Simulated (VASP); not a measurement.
Input of a VASP 6.6.1 run:

The input INCAR:

```
SYSTEM = TaN
PREC = Accurate ; ENCUT = 700
EDIFF = 1E-6 ; ISMEAR = 0
SIGMA = 0.1 ; LREAL = .False.
LASPH = .True. ; NELM = 120
ALGO = Normal ; ISIF = 2
LWAVE = .False. ; LCHARG = .False.
GGA = PE ; NBANDS = 16
GGA_COMPAT = .False.
```

File KPOINTS:

```
regular mesh
0
Gamma
  16 16 16
  0 0 0
```

Contents of POSCAR:

```
TaN
1.0
    0.0000000000      2.2081667059      2.2081667059
    2.2081667059      0.0000000000      2.2081667059
    2.2081667059      2.2081667059      0.0000000000
Ta N
1 1
Direct
    0.5000000000      0.5000000000      0.5000000000
    0.0000000000      0.0000000000      0.0000000000
```

Potentials or basis: VASP PAW PBE potentials, release 64 (Ta_sv_GW, N).

The run is started by

```bash
$ cat potpaw_PBE.64/Ta_sv_GW/POTCAR potpaw_PBE.64/N/POTCAR > POTCAR
$ mpirun -np 1 vasp_std > vasp.out
```

Q: Estimate the pressure.

A: 0.1 GPa.

Q: What does it give for the band gap on the k mesh?

A: Zero (bands 9 and 10 overlap by 3.94 eV).

Caveat: spin-orbit coupling is left out, which moves the levels of the heavy elements.
